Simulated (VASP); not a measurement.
# PbS (R3m) in VASP: settings compared

PbS is run at these levels: PBE+D4, r2SCAN+rVV10, PBE, LDA; tasks: single point.

Everything below comes from runs of VASP 6.6.1. Logs are shortened: lines on timing, memory, paths and dates and some standing lists are left out, and cuts for length are marked.

**1. The cell of the first run**

It takes space group R3m (No. 160, trigonal). The conventional cell has a = 4.198 Å, b = 4.198 Å, c = 10.283 Å, α = 90.00°, β = 90.00°, γ = 120.00°. Pb (site symmetry 3m) has 6 S at 2.96 to 2.97 Å within 3.9 Å. S (site symmetry 3m) has 6 Pb at 2.96 to 2.97 Å within 3.9 Å.

**2. Single point, PBE+D4**

INCAR

```
PREC = Accurate
ENCUT = 520
EDIFF = 1E-6
ISMEAR = -1
SIGMA = 0.02
LREAL = F
LASPH = T
NELM = 100
ALGO = Normal
ISIF = 2
LWAVE = F
LCHARG = F
GGA = PE
IVDW = 13
NBANDS = 17
```

KPOINTS

```
Automatic mesh
0
Gamma
  6 6 6
```

POSCAR

```
PbS
1.0
    2.0989288596      1.2118171421      3.4276037506
   -2.0989288596      1.2118171421      3.4276037506
    0.0000000000     -2.4236342842      3.4276037506
Pb S
1 1
Direct
    0.9781466771      0.9781466771      0.9781466771
    0.4774546529      0.4774546529      0.4774546529
```

Potentials or basis: VASP PAW PBE potentials, release 64 (Pb_d, S).

Run with:

```bash
$ cat potpaw_PBE.64/Pb_d/POTCAR potpaw_PBE.64/S/POTCAR > POTCAR
$ mpirun -np 1 vasp_std > vasp.out
```

OUTCAR:

```text
PREC = Accurate
   ENCUT = 520
   EDIFF = 1E-6
   ISMEAR = -1
   LREAL = F
   LASPH = T
   NELM = 100
   ISIF = 2
   GGA = PE
   IVDW = 13

 ion  position               nearest neighbor table
   1  0.978  0.978  0.978-   2 2.96   2 2.96   2 2.96   2 2.97   2 2.97   2 2.97
   2  0.477  0.477  0.477-   1 2.96   1 2.96   1 2.96   1 2.97   1 2.97   1 2.97

  LATTYP: Found a trigonal (rhomboedric) cell.
 ALAT       =     4.1979126497
 COS(alpha) =     0.5000130851

  Lattice vectors:

 A1 = (   2.0989288596,   1.2118171421,   3.4276037506)
 A2 = (  -2.0989288596,   1.2118171421,   3.4276037506)
 A3 = (   0.0000000000,  -2.4236342842,   3.4276037506)

Analysis of symmetry for initial positions (statically):
=====================================================================
 Subroutine PRICEL returns:
 Original cell was already a primitive cell.

 Routine SETGRP: Setting up the symmetry group for a
 trigonal (rhombohedral) supercell.

 Subroutine GETGRP returns: Found  6 space group operations
 (whereof  6 operations were pure point group operations)
 out of a pool of 12 trial point group operations.

The static configuration has the point symmetry C_3v.

Analysis of symmetry for dynamics (positions and initial velocities):
=====================================================================
 Subroutine PRICEL returns:
 Original cell was already a primitive cell.

 Routine SETGRP: Setting up the symmetry group for a
 trigonal (rhombohedral) supercell.

 Subroutine GETGRP returns: Found  6 space group operations
 (whereof  6 operations were pure point group operations)
 out of a pool of 12 trial point group operations.

The dynamic configuration has the point symmetry C_3v.

 Subroutine INISYM returns: Found  6 space group operations
 (whereof  6 operations are pure point group operations),
 and found     1 'primitive' translations

----------------------------------------------------------------------------------------

                                     Primitive cell

  volume of cell :      52.3090

  direct lattice vectors                    reciprocal lattice vectors
     2.098928860  1.211817142  3.427603751     0.238216745  0.137534502  0.097249670
    -2.098928860  1.211817142  3.427603751    -0.238216745  0.137534502  0.097249670
     0.000000000 -2.423634284  3.427603751     0.000000000 -0.275069003  0.097249670

  length of vectors
     4.197912650  4.197912650  4.197912650     0.291754100  0.291754100  0.291754100

  position of ions in fractional coordinates (direct lattice)
     0.978146677  0.978146677  0.978146677
     0.477454653  0.477454653  0.477454653

  ion indices of the primitive-cell ions
   primitive index   ion index
                 1           1
                 2           2

----------------------------------------------------------------------------------------

 KPOINTS: Automatic mesh

Automatic generation of k-mesh.
 Grid dimensions read from file:
 generate k-points for:    6    6    6

 Generating k-lattice:

  Cartesian coordinates                     Fractional coordinates (reciprocal lattice)
     0.039702791  0.022922417  0.016208278     0.166666667 -0.000000000  0.000000000
    -0.039702791  0.022922417  0.016208278    -0.000000000  0.166666667  0.000000000
     0.000000000 -0.045844834  0.016208278     0.000000000  0.000000000  0.166666667

  Length of vectors
     0.048625683  0.048625683  0.048625683

  Shift w.r.t. Gamma in fractional coordinates (k-lattice)
     0.000000000  0.000000000  0.000000000

 Subroutine IBZKPT returns following result:
 ===========================================

 Found     32 irreducible k-points:

 Following reciprocal coordinates:
            Coordinates               Weight
  0.000000  0.000000  0.000000      1.000000
  0.166667  0.000000  0.000000      6.000000
  0.166667  0.166667  0.166667      2.000000
  0.333333  0.000000 -0.000000      6.000000
  0.333333  0.333333  0.333333      2.000000
  0.500000  0.000000  0.000000      3.000000
[... 16 lines left out ...]
  0.500000  0.166667  0.500000      6.000000
 -0.333333  0.333333  0.000000      6.000000
 [... further k-points ...]
   k-points           NKPTS =     32   k-points in BZ     NKDIM =     32   number of bands    NBANDS=     17
   number of dos      NEDOS =    301   number of ions     NIONS =      2
   total plane-waves  NPLWV =  32768
   dimension x,y,z NGX =    32 NGY =   32 NGZ =   32
   dimension x,y,z NGXF=    64 NGYF=   64 NGZF=   64
   ions per type =               1   1
   NGX,Y,Z   is equivalent  to a cutoff of  12.67, 12.67, 12.67 a.u.
   NGXF,Y,Z  is equivalent  to a cutoff of  25.35, 25.35, 25.35 a.u.
 SYSTEM =  unknown system
   PREC   = accura    normal or accurate (medium, high low for compatibility)
   ISTART =      0    job   : 0-new  1-cont  2-samecut
   ICHARG =      2    charge: 1-file 2-atom 10-const
   ISPIN  =      1    spin polarized calculation?
   LNONCOLLINEAR =      F non collinear calculations
   LSORBIT =      F    spin-orbit coupling
   LASPH  =      T    aspherical Exc in radial PAW
   ENCUT  =  520.0 eV  38.22 Ry    6.18 a.u.   7.81  7.81  7.81*2*pi/ulx,y,z
   NELM   =    100;   NELMIN=  2; NELMDL= -5     # of ELM steps
   EDIFF  = 0.1E-05   stopping-criterion for ELM
   LREAL  =      F    real-space projection
   EDIFFG = 0.1E-04   stopping-criterion for IOM
   NSW    =      0    number of steps for IOM
   IBRION =     -1    ionic relax: 0-MD 1-quasi-New 2-CG
   NFREE  =      0    steps in history (QN), initial steepest desc. (CG)
   ISIF   =      2    stress and relaxation
   ISYM   =      2    0-nonsym 1-usesym 2-fastsym
   POTIM  = 0.5000    time-step for ionic-motion
   TEBEG  =    0.0;   TEEND  =   0.0 temperature during run
   PSTRESS=    0.0 pullay stress
   NELECT =      20.0000    total number of electrons
   NUPDOWN=      -1.0000    fix difference up-down
   EMIN   =  10.00;   EMAX   =-10.00  energy-range for DOS
   EFERMI =   0.00;   METHOD = LEGACY
   ISMEAR =    -1;   SIGMA  =   0.02  broadening in eV -4-tet -1-fermi 0-gaus
   EFERMI_NEDOS =   21; number of points for ismear=-14 and -15
   IALGO  =     38    algorithm
   IMIX   =      4    mixing-type and parameters
     AMIX     =   0.40;   BMIX     =  1.00
     AMIX_MAG =   1.60;   BMIX_MAG =  1.00
  volume/ion in A,a.u.               =      26.15       176.50
  Fermi-wavevector in a.u.,A,eV,Ry     =   1.188208  2.245388 19.209237  1.411839
  Thomas-Fermi vector in A             =   2.324343
   LORBIT       =      0    0 simple, 1 ext, 2 COOP (PROOUT), +10 PAW based schemes
   GGA     = PE    functional components
   LHFCALC =     F    Hartree Fock is set to
   AEXX    =    0.0000 exact exchange contribution
   IVDW    =    13    specifies the selected vdW correction
   LEPSILON=     F    determine dielectric tensor
   LRPA    =     F    only Hartree local field effects (RPA)
 non-spin polarized calculation
  energy-cutoff  :      520.00
  volume of cell :       52.31
 maximum number of plane-waves:      1420
   NGX = 15   NGY = 15   NGZ = 15

 number of electron      20.0000002 magnetization

 Free energy of the ion-electron system (eV)
  ---------------------------------------------------
  ext. energy  EPLUGINS =         0.00000000
  ---------------------------------------------------
  free energy    TOTEN  =        -8.75936383 eV

  energy without entropy =       -8.75936254  energy(sigma->0) =       -8.75936319

 E-fermi :   5.9708     XC(G=0):  -9.6708

 val. band max:        5.7831974225   @ k =   0.5000   0.0000   0.0000
 cond. band min:       6.1584152803   @ k =   0.5000   0.0000   0.0000
 fundamental gap:      0.3752178578
 Fermi energy:         5.9708223386

 k-point     1 :       0.0000    0.0000    0.0000
  band No.  band energies     occupation
      1     -11.0312      2.00000
      2     -11.0312      2.00000
      3     -11.0312      2.00000
      4     -11.0148      2.00000
      5     -11.0148      2.00000
      6      -7.7881      2.00000
[... 9 lines left out ...]
     16      12.5247      0.00000
     17      14.4519      0.00000

 k-point     2 :       0.1667    0.0000    0.0000
  band No.  band energies     occupation
      1     -11.0301      2.00000
      2     -11.0288      2.00000
      3     -11.0288      2.00000
      4     -11.0136      2.00000
      5     -11.0136      2.00000
      6      -7.5557      2.00000
[... 9 lines left out ...]
     16      13.1289      0.00000
     17      16.2923      0.00000

 k-point     3 :       0.1667    0.1667    0.1667
  band No.  band energies     occupation
      1     -11.0300      2.00000
      2     -11.0288      2.00000
      3     -11.0288      2.00000
      4     -11.0136      2.00000
      5     -11.0136      2.00000
      6      -7.5557      2.00000
[... 9 lines left out ...]
     16      13.1289      0.00000
     17      16.2926      0.00000

 k-point     4 :       0.3333    0.0000   -0.0000
  band No.  band energies     occupation
      1     -11.0411      2.00000
      2     -11.0411      2.00000
      3     -11.0285      2.00000
      4     -10.9936      2.00000
      5     -10.9936      2.00000
      6      -6.9669      2.00000
[... 9 lines left out ...]
     16      14.5310      0.00000
     17      18.0300      0.00000
[... 343 lines left out ...]
      1     -11.1351      2.00000
      2     -11.0445      2.00000
      3     -11.0021      2.00000
      4     -10.9825      2.00000
      5     -10.9760      2.00000
      6      -6.2481      2.00000
[... 9 lines left out ...]
     16      17.1795      0.00000
     17      17.5927      0.00000

 k-point    23 :       0.5000    0.1667    0.5000
  band No.  band energies     occupation
      1     -11.1351      2.00000
      2     -11.0445      2.00000
      3     -11.0021      2.00000
      4     -10.9826      2.00000
      5     -10.9760      2.00000
      6      -6.2482      2.00000
[... 9 lines left out ...]
     16      17.1795      0.00000
     17      17.5813      0.00000

 k-point    24 :      -0.3333    0.3333    0.0000
  band No.  band energies     occupation
      1     -11.1049      2.00000
      2     -11.0210      2.00000
      3     -11.0176      2.00000
      4     -10.9982      2.00000
      5     -10.9848      2.00000
      6      -6.2120      2.00000
[... 9 lines left out ...]
     16      15.9799      0.00000
     17      17.6876      0.00000

 [... further k-points ...]

------------------------ aborting loop because EDIFF is reached ----------------------------------------

  DFT-D4 for vdW energy calculation

  Edisp (eV):   -0.75513

  FORCE on cell =-STRESS in cart. coord.  units (eV):
  Direction    XX          YY          ZZ          XY          YZ          ZX
  --------------------------------------------------------------------------------------
  -------------------------------------------------------------------------------------
  Total      -0.03909    -0.03909    -0.03896     0.00000     0.00000     0.00000
  in kB      -1.19737    -1.19737    -1.19329     0.00000     0.00000     0.00000
  external pressure =       -1.20 kB  Pullay stress =        0.00 kB

 VOLUME and BASIS-vectors are now :
 -----------------------------------------------------------------------------
  energy-cutoff  :      520.00
  volume of cell :       52.31
      direct lattice vectors                 reciprocal lattice vectors
     2.098928860  1.211817142  3.427603751     0.238216745  0.137534502  0.097249670
    -2.098928860  1.211817142  3.427603751    -0.238216745  0.137534502  0.097249670
     0.000000000 -2.423634284  3.427603751     0.000000000 -0.275069003  0.097249670

 POSITION                                       TOTAL-FORCE (eV/Angst)
 -----------------------------------------------------------------------------------
      0.00000      0.00000     10.05810         0.000000      0.000000     -0.001724
      0.00000      0.00000      4.90958         0.000000      0.000000      0.001724
 -----------------------------------------------------------------------------------
    total drift:                                0.000000     -0.000000      0.000019

  FREE ENERGIE OF THE ION-ELECTRON SYSTEM (eV)
  ---------------------------------------------------
  free  energy   TOTEN  =        -9.5144906149 eV

  energy  without entropy=       -9.5144893275  energy(sigma->0) =       -9.51448997
```

Run time: 21 s. Hardware: 1 thread of Intel Xeon Platinum 8259CL at 2.50GHz (Skylake/Cascade Lake), shared host; peak memory 0.19 GiB.

What came out:

| Item | Value |
| --- | --- |
| Free energy | -9.5145 eV |
| Pressure | -0.1 GPa |
| Band gap on the k mesh | 0.38 eV |
| Dispersion energy per atom | -0.378 eV |

Levels at points of the mesh, in eV from the valence-band top:
```csv
k point,band 8,band 9,band 10,band 11,band 12,band 13
"(0.00, 0.00, 0.00)",-2.16,-2.16,-2.16,5.21,5.21,5.21
"(0.50, 0.00, 0.00)",-1.77,-1.77,0.00,0.38,1.97,1.97
"(0.50, 0.50, 0.50)",-1.77,-1.77,0.00,0.38,1.97,1.97
"(0.50, 0.50, 0.00)",-5.17,-3.42,-3.42,3.88,5.57,5.68
```

Caveat: spin-orbit coupling is left out, which moves the levels of the heavy elements.

**3. Single point, r2SCAN+rVV10**

This run uses another cell than the first one, of 26.21 Å³/atom.

POSCAR

```
PbS
1.0
    2.1005109211      1.2127305457      3.4301899190
   -2.1005109211      1.2127305457      3.4301899190
    0.0000000000     -2.4254610915      3.4301899190
Pb S
1 1
Direct
    0.9781436725      0.9781436725      0.9781436725
    0.4774576575      0.4774576575      0.4774576575
```

INCAR.step1

```
ALGO = Normal
EDIFF = 1E-4
ENCUT = 520
GGA = PE
ISMEAR = -1
LASPH = T
LCHARG = F
LREAL = F
LWAVE = T
NBANDS = 17
NELM = 60
PREC = Accurate
SIGMA = 0.02
```

INCAR.step2

```
ALGO = Normal
BPARAM = 11.95
CPARAM = 0.0093
EDIFF = 1E-6
ENCUT = 520
ISIF = 2
ISMEAR = -1
ISTART = 1
IVDW_NL = 2
LASPH = T
LCHARG = T
LELF = T
LMIXTAU = T
LREAL = F
LUSE_VDW = T
LVHAR = T
LWAVE = F
METAGGA = R2SCAN
NBANDS = 17
NELM = 60
PREC = Accurate
SIGMA = 0.02
```

KPOINTS

```
k-points
0
Gamma
  6 6 6
```

Potentials or basis: VASP PAW PBE potentials, release 64 (Pb_d, S).

Run with:

```bash
$ cat potpaw_PBE.64/Pb_d/POTCAR potpaw_PBE.64/S/POTCAR > POTCAR
$ cp INCAR.step1 INCAR
$ mpirun -np 1 vasp_std > vasp.out
$ cp INCAR.step2 INCAR
$ mpirun -np 1 vasp_std > vasp.out
```

Wall time 2.5 min (1 thread of Intel Xeon Platinum 8259CL at 2.50GHz (Skylake/Cascade Lake), shared host); peak memory 0.33 GiB.

It converged, with:

```
Free energy            : -65.1077 eV
Pressure               : 0.1 GPa
Band gap on the k mesh : 0.60 eV
```

Forces on the atoms (eV/Å):
```
Pb   0.000  0.000 -0.002
S    0.000  0.000  0.002
```

Levels at points of the mesh, in eV from the valence-band top:
| k point | band 6 | band 7 | band 8 | band 9 | band 10 | band 11 | band 12 | band 13 | band 14 | band 15 |
| --- | --- | --- | --- | --- | --- | --- | --- | --- | --- | --- |
| (0.00, 0.00, 0.00) | -14.18 | -6.11 | -2.31 | -2.31 | -2.31 | 5.53 | 5.53 | 5.53 | 7.10 | 7.10 |
| (0.50, 0.00, 0.00) | -12.94 | -9.09 | -1.92 | -1.92 | 0.00 | 0.60 | 2.18 | 2.18 | 9.08 | 10.61 |
| (0.50, 0.50, 0.50) | -12.94 | -9.09 | -1.92 | -1.92 | 0.00 | 0.60 | 2.18 | 2.18 | 9.08 | 10.61 |
| (0.50, 0.50, 0.00) | -12.48 | -7.35 | -5.37 | -3.60 | -3.60 | 4.10 | 5.97 | 6.06 | 6.06 | 11.69 |

Caveat: the PAW data sets were made with another functional, which shifts forces and pressure a little; spin-orbit coupling is left out, which moves the levels of the heavy elements. A k mesh can miss the band edges.

**4. Single point, PBE**

This run uses another cell than the first one, of 26.21 Å³/atom.

INCAR

```
ALGO = Normal
EDIFF = 1E-6
ENCUT = 520
GGA = PE
ISIF = 2
ISMEAR = -1
LASPH = True
LCHARG = False
LREAL = False
LWAVE = False
NBANDS = 17
NELM = 80
PREC = Accurate
SIGMA = 0.02
```

KPOINTS

```
k-points
0
Gamma
  8 8 8
```

POSCAR is that of step 3.

Run with:

```bash
$ cat potpaw_PBE.64/Pb_d/POTCAR potpaw_PBE.64/S/POTCAR > POTCAR
$ mpirun -np 1 vasp_std > vasp.out
```

Run time: 54 s. Hardware: 1 thread of Intel Xeon Platinum 8259CL at 2.50GHz (Skylake/Cascade Lake), shared host; peak memory 0.2 GiB.

Results (log left out):

- Free energy: -8.7593 eV
- Pressure: 1.8 GPa
- Largest force: 0.003 eV/Å
- Band gap on the k mesh: 0.38 eV

Forces in eV/Å, atoms in the order of the input:
```
Pb   0.000  0.000 -0.003
S    0.000  0.000  0.003
```

Levels at points of the mesh, in eV from the valence-band top:
```
           k point  band 6  band 7  band 8  band 9  band 10  band 11  band 12  band 13  band 14  band 15
(0.00, 0.00, 0.00)  -13.55   -6.04   -2.14   -2.14    -2.14     5.20     5.20     5.20     6.75     6.75
(0.50, 0.00, 0.00)  -12.32   -8.81   -1.76   -1.76     0.00     0.38     1.98     1.98     8.66    10.14
(0.50, 0.50, 0.50)  -12.32   -8.81   -1.76   -1.76     0.00     0.38     1.98     1.98     8.66    10.14
(0.50, 0.50, 0.00)  -11.90   -7.19   -5.15   -3.41    -3.41     3.89     5.56     5.67     5.67    11.17
```

Caveat: spin-orbit coupling is left out, which moves the levels of the heavy elements. A k mesh can miss the band edges.

(Continued in part 2 of 2.)
